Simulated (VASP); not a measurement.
Set up this calculation in VASP 6.6.1, as the native input.

| Item | Value |
| --- | --- |
| Task | single point |
| Functional | PBE |
| Potentials or basis | VASP PAW PBE potentials, release 64 (Ga_d, P) |
| Cutoff | 500 eV |
| k mesh | 8 × 8 × 8 |
| Occupations | gaussian, width 0.02 eV |
| Spin | no spin polarisation |
| Dipole correction | no |
| Further INCAR settings | ALGO = Normal; EDIFF = 1e-06; NBANDS = 16 |

The structure of GaP (ae) lies in POSCAR:

```
GaP
1.0
    0.0000000000      2.7802391907      2.7802391907
    2.7802391907      0.0000000000      2.7802391907
    2.7802391907      2.7802391907      0.0000000000
Ga P
1 1
Direct
    0.0000000000      0.0000000000      0.0000000000
    0.2500000000      0.2500000000      0.2500000000
```

This cell differs from its parent crystal: volume scaled by 1.03.

These files were run (other wordings do the same):

INCAR

```
ALGO = Normal ; EDIFF = 1E-6
ENCUT = 500 ; GGA = PE
GGA_COMPAT = False ; ISIF = 2
ISMEAR = 0 ; LASPH = True
LCHARG = False ; LREAL = False
LWAVE = False ; NBANDS = 16
NELM = 120 ; PREC = Accurate
SIGMA = 0.02
```

KPOINTS

```
k-points
0
Gamma
  8 8 8
```

Potentials or basis: VASP PAW PBE potentials, release 64 (Ga_d, P).

The run is started by

```bash
$ cat potpaw_PBE.64/Ga_d/POTCAR potpaw_PBE.64/P/POTCAR > POTCAR
$ mpirun -np 1 vasp_std > vasp.out
```

Results of the run:

| Quantity | Value |
| --- | --- |
| Pressure | -2.2 GPa |
| Band gap on the k mesh | 1.34 eV, direct |

It took 14 s on 1 thread of Intel Xeon 6975P-C, on a shared host, peak memory 0.17 GiB.
